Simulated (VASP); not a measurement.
# Pt (I4/mmm) in VASP: further runs, part 2 of 2

VASP 6.6.1. Earlier steps stand in the parts before.

### 4 Single point, PBE (strain -0.025 along x and y, -0.050 along z)

Input file INCAR:

```
SYSTEM = Pt
  ALGO = Fast
  EDIFF = 1E-6
  ENCUT = 520
  GGA = PE
  ISIF = 2
  ISMEAR = 0
  LASPH = .True.
  LCHARG = .False.
  LREAL = .False.
  LWAVE = .False.
  NBANDS = 11
  NELM = 100
  PREC = Accurate
  SIGMA = 0.15
```

Input file KPOINTS:

```
k-points
0
Gamma
  26 26 26
  0 0 0
```

Input file POSCAR:

```
Pt
1.0
    0.0000000000      1.9354286780      1.8858023017
    1.9354286780      0.0000000000      1.8858023017
    1.9354286780      1.9354286780      0.0000000000
Pt
1
Direct
    0.0000000000      0.0000000000      0.0000000000
```

Potentials or basis: VASP PAW PBE potentials, release 64 (Pt).

The run is started by

```console
cat potpaw_PBE.64/Pt/POTCAR > POTCAR
mpirun -np 1 vasp_std > vasp.out
```

OUTCAR:

```text
SYSTEM = Pt
   EDIFF = 1E-6
   ENCUT = 520
   GGA = PE
   ISIF = 2
   ISMEAR = 0
   LASPH = .True.
   LREAL = .False.
   NELM = 100
   PREC = Accurate

 ion  position               nearest neighbor table
   1  0.000  0.000  0.000-

  LATTYP: Found a body centered tetragonal cell.
 ALAT       =     2.7371094854
 C/A-ratio  =     1.3779516762

  Lattice vectors:

 A1 = (   0.0000000000,  -1.9354286780,  -1.8858023017)
[... 516 lines left out ...]
      8      27.5041      0.00000
      9      32.8822      0.00000
     10      34.0908      0.00000
     11      39.5285      0.00000

 [... further k-points ...]

------------------------ aborting loop because EDIFF is reached ----------------------------------------

  FORCE on cell =-STRESS in cart. coord.  units (eV):
  Direction    XX          YY          ZZ          XY          YZ          ZX
  --------------------------------------------------------------------------------------
  -------------------------------------------------------------------------------------
  Total        2.8064137      2.8064137      3.0836300      0.0000000      0.0000000     -0.0000000
  in kB      318.2597909    318.2597909    349.6973533      0.0000000      0.0000000     -0.0000000
  external PRESSURE =     328.7389783 kB  Pullay stress =       0.0000000 kB

 VOLUME and BASIS-vectors are now :
 -----------------------------------------------------------------------------
  energy-cutoff  :      520.00
  volume of cell :       14.13
      direct lattice vectors                 reciprocal lattice vectors
     0.000000000  1.935428678  1.885802302    -0.258340700  0.258340700  0.265139140
     1.935428678  0.000000000  1.885802302     0.258340700 -0.258340700  0.265139140
     1.935428678  1.935428678  0.000000000     0.258340700  0.258340700 -0.265139140

 POSITION                                       TOTAL-FORCE (eV/Angst)
 -----------------------------------------------------------------------------------
      0.00000      0.00000      0.00000        -0.000000     -0.000000      0.000000
 -----------------------------------------------------------------------------------
    total drift:                                0.000000      0.000000      0.000000

  FREE ENERGIE OF THE ION-ELECTRON SYSTEM (eV)
  ---------------------------------------------------
  free  energy   TOTEN  =        -5.9681076648 eV

  energy  without entropy=       -5.9485626458  energy(sigma->0) =       -5.95833516
```

stdout:

```text
POSCAR found type information on POSCAR Pt
 POSCAR found :  1 types and       1 ions
 scaLAPACK will be used
 LDA part: xc-table for (Slater+PW92), standard interpolation
 POSCAR, INCAR and KPOINTS ok, starting setup
 FFT: planning ... GRIDC
 FFT: planning ... GRID_SOFT
 FFT: planning ... GRID
 WAVECAR not read
 entering main loop
```

It took 63 s on 1 thread of Intel Xeon 6975P-C (Granite Rapids), shared host; peak memory 0.31 GiB.

What came out:

```yaml
Free_energy: -5.9681 eV
Pressure: 32.9 GPa
Band_gap_on_the_k_mesh: zero (band 5 reaches 13.27 eV, above the bottom of band 6 at 10.63 eV)
```

Levels at points of the mesh, in eV from the Fermi level:
```
           k point  band 2  band 3  band 4  band 5  band 6  band 7  band 8  band 9
(0.00, 0.00, 0.00)   -4.31   -4.31   -3.99   -2.01   -1.62   14.44   19.51   19.51
(0.50, 0.00, 0.00)   -4.46   -4.12   -0.74   -0.03    0.14    6.38   14.00   19.18
(0.50, 0.50, 0.00)   -7.34    0.01    0.58    0.58    2.02   10.11   11.28   11.28
(0.50, 0.00, 0.50)   -7.33    0.02    0.42    0.70    1.48    9.40   11.65   11.89
```

Caveat: the cell differs from its parent crystal (strain -0.025 along x and y, -0.050 along z); spin-orbit coupling is left out, which moves the levels of the heavy elements.

### 5 Single point, PBE (strain -0.050 along x and y, +0.025 along z)

Input file INCAR:

```
SYSTEM = Pt
ALGO = Fast
EDIFF = 1E-6
ENCUT = 520
GGA = PE
ISIF = 2
ISMEAR = 0
LASPH = .True.
LCHARG = .False.
LREAL = .False.
LWAVE = .False.
NBANDS = 11
NELM = 80
PREC = Accurate
SIGMA = 0.15
```

KPOINTS is that of step 4.

Input file POSCAR:

```
Pt
1.0
    0.0000000000      1.8858023017      2.0346814308
    1.8858023017      0.0000000000      2.0346814308
    1.8858023017      1.8858023017      0.0000000000
Pt
1
Direct
    0.0000000000      0.0000000000      0.0000000000
```

The run is started by

```console
cat potpaw_PBE.64/Pt/POTCAR > POTCAR
mpirun -np 1 vasp_std > vasp.out
```

Run time: 64 s. Hardware: 1 thread of Intel Xeon 6975P-C (Granite Rapids), shared host; peak memory 0.32 GiB.

It converged, with:

| Item | Value |
| --- | --- |
| Free energy | -6.0058 eV |
| Pressure | 24.2 GPa |
| Band gap on the k mesh | zero (band 5 reaches 13.07 eV, above the bottom of band 6 at 10.27 eV) |

Stress tensor (GPa, compression positive):
```
28.09  0.00  0.00
 0.00 28.09  0.00
 0.00  0.00 16.48
```

Levels at points of the mesh, in eV from the Fermi level:
| k point | band 3 | band 4 | band 5 | band 6 | band 7 | band 8 |
| --- | --- | --- | --- | --- | --- | --- |
| (0.00, 0.00, 0.00) | -3.66 | -3.66 | -2.34 | -1.17 | 14.63 | 18.41 |
| (0.50, 0.00, 0.00) | -3.63 | -0.60 | -0.14 | 0.27 | 6.25 | 13.96 |
| (0.50, 0.50, 0.00) | 0.12 | 0.51 | 0.51 | 0.77 | 8.04 | 12.50 |
| (0.50, 0.00, 0.50) | -0.06 | 0.13 | 1.01 | 2.26 | 10.10 | 10.85 |

Caveat: the cell differs from its parent crystal (strain -0.050 along x and y, +0.025 along z); spin-orbit coupling is left out, which moves the levels of the heavy elements.

### 6 Single point, PBE (strain -0.025 along x and y, +0.000 along z)

Input file INCAR:

```
PREC = Accurate ; ENCUT = 520
EDIFF = 1E-6 ; ISMEAR = 0
SIGMA = 0.15 ; LREAL = F
LASPH = T ; NELM = 60
ALGO = Fast ; ISIF = 2
LWAVE = F ; LCHARG = T
GGA = PE ; LELF = T
LVHAR = T ; NBANDS = 11
```

Input file KPOINTS:

```
Automatic mesh
0
Gamma
  26 26 26
```

Input file POSCAR:

```
Pt
1.0
    0.0000000000      1.9354286780      1.9850550544
    1.9354286780      0.0000000000      1.9850550544
    1.9354286780      1.9354286780      0.0000000000
Pt
1
Direct
    0.0000000000      0.0000000000      0.0000000000
```

Potentials or basis: VASP PAW PBE potentials, release 64 (Pt).

The run is started by

```console
cat potpaw_PBE.64/Pt/POTCAR > POTCAR
mpirun -np 1 vasp_std > vasp.out
```

OUTCAR:

```text
PREC = Accurate
   ENCUT = 520
   EDIFF = 1E-6
   ISMEAR = 0
   LREAL = F
   LASPH = T
   NELM = 60
   ISIF = 2
   GGA = PE

 ion  position               nearest neighbor table
   1  0.000  0.000  0.000-

  LATTYP: Found a body centered tetragonal cell.
 ALAT       =     2.7371094854
 C/A-ratio  =     1.4504754486

  Lattice vectors:

 A1 = (  -1.9354286780,   0.0000000000,   1.9850550544)
 A2 = (   1.9354286780,   0.0000000000,   1.9850550544)
 A3 = (   0.0000000000,   1.9354286780,  -1.9850550544)

Analysis of symmetry for initial positions (statically):
=====================================================================
 Subroutine PRICEL returns:
 Original cell was already a primitive cell.

 Routine SETGRP: Setting up the symmetry group for a
 body centered tetragonal supercell.

 Subroutine GETGRP returns: Found 16 space group operations
 (whereof 16 operations were pure point group operations)
 out of a pool of 16 trial point group operations.

The static configuration has the point symmetry D_4h.

Analysis of symmetry for dynamics (positions and initial velocities):
[... 168 lines left out ...]
      1       1.1616      2.00000
      2       7.4602      2.00000
      3       7.7676      2.00000
      4       7.7676      2.00000
      5       9.6817      2.00000
      6      10.0442      2.00000
      7      26.1464      0.00000
      8      30.7401      0.00000
      9      31.4070      0.00000
     10      31.4070      0.00000
     11      36.5931      0.00000
[... 309 lines left out ...]
 k-point    24 :       0.3846    0.0385    0.0000
  band No.  band energies     occupation
      1       4.0629      2.00000
      2       7.5630      2.00000
      3       7.9697      2.00000
      4       8.7604      2.00000
      5      11.0279      2.00000
      6      11.1238      1.99989
      7      20.5885      0.00000
      8      26.5185      0.00000
      9      31.7840      0.00000
     10      32.1957      0.00000
     11      37.8517      0.00000

 [... further k-points ...]

------------------------ aborting loop because EDIFF is reached ----------------------------------------

  FORCE on cell =-STRESS in cart. coord.  units (eV):
  Direction    XX          YY          ZZ          XY          YZ          ZX
  --------------------------------------------------------------------------------------
  -------------------------------------------------------------------------------------
  Total        1.3942937      1.3942937      1.1102962      0.0000000      0.0000000     -0.0000000
  in kB      150.2131518    150.2131518    119.6168976      0.0000000      0.0000000     -0.0000000
  external PRESSURE =     140.0144004 kB  Pullay stress =       0.0000000 kB

 VOLUME and BASIS-vectors are now :
 -----------------------------------------------------------------------------
  energy-cutoff  :      520.00
  volume of cell :       14.87
      direct lattice vectors                 reciprocal lattice vectors
     0.000000000  1.935428678  1.985055054    -0.258340700  0.258340700  0.251882183
     1.935428678  0.000000000  1.985055054     0.258340700 -0.258340700  0.251882183
     1.935428678  1.935428678  0.000000000     0.258340700  0.258340700 -0.251882183

 POSITION                                       TOTAL-FORCE (eV/Angst)
 -----------------------------------------------------------------------------------
      0.00000      0.00000      0.00000         0.000000      0.000000      0.000000
 -----------------------------------------------------------------------------------
    total drift:                                0.000000      0.000000     -0.000000

  FREE ENERGIE OF THE ION-ELECTRON SYSTEM (eV)
  ---------------------------------------------------
  free  energy   TOTEN  =        -6.0751936680 eV

  energy  without entropy=       -6.0539414325  energy(sigma->0) =       -6.06456755
```

It took 2.1 min on 1 thread of Intel Xeon 6975P-C, shared host; peak memory 0.33 GiB.

What came out:

```
Free energy            : -6.0752 eV
Pressure               : 14.0 GPa
Band gap on the k mesh : zero (band 5 reaches 12.18 eV, above the bottom of band 6 at 9.77 eV)
```

Stress tensor (GPa, compression positive):
```
15.02  0.00  0.00
 0.00 15.02  0.00
 0.00  0.00 11.96
```

Caveat: the cell differs from its parent crystal (strain -0.025 along x and y, +0.000 along z); spin-orbit coupling is left out, which moves the levels of the heavy elements.

### 7 The runs side by side

| cell | further INCAR settings | gap on the mesh (eV) | pressure (GPa) |
| --- | --- | --- | --- |
| a = 2.702, b = 2.702, c = 2.667 Å, angles 60.4, 60.4, 59.1°, 1 atom | ALGO = Fast; EDIFF = 1e-07; NBANDS = 11 | none | 44.4 |
| a = 2.738, b = 2.738, c = 2.667 Å, angles 60.9, 60.9, 58.3°, 1 atom | ALGO = Fast; EDIFF = 1e-06; NBANDS = 11 | none | 33.5 |
| a = 2.702, b = 2.702, c = 2.737 Å, angles 59.6, 59.6, 60.9°, 1 atom | ALGO = Fast; EDIFF = 1e-06; NBANDS = 11 | none | 32.9 |
| a = 2.774, b = 2.774, c = 2.667 Å, angles 61.3, 61.3, 57.5°, 1 atom | ALGO = Fast; EDIFF = 1e-06; NBANDS = 11 | none | 24.2 |
| a = 2.772, b = 2.772, c = 2.737 Å, angles 60.4, 60.4, 59.2°, 1 atom | ALGO = Fast; EDIFF = 1e-06; NBANDS = 11 | none | 14.0 |

Alike in all rows: task single point; level PBE; potentials or basis VASP PAW PBE potentials, release 64 (Pt); no spin polarisation; k mesh 26 × 26 × 26; cutoff (eV) 520; smearing gaussian 0.15 eV.

Caveats: spin-orbit coupling is left out, which moves the levels of the heavy elements.

Absolute energies hang on the potentials; compare differences alone.
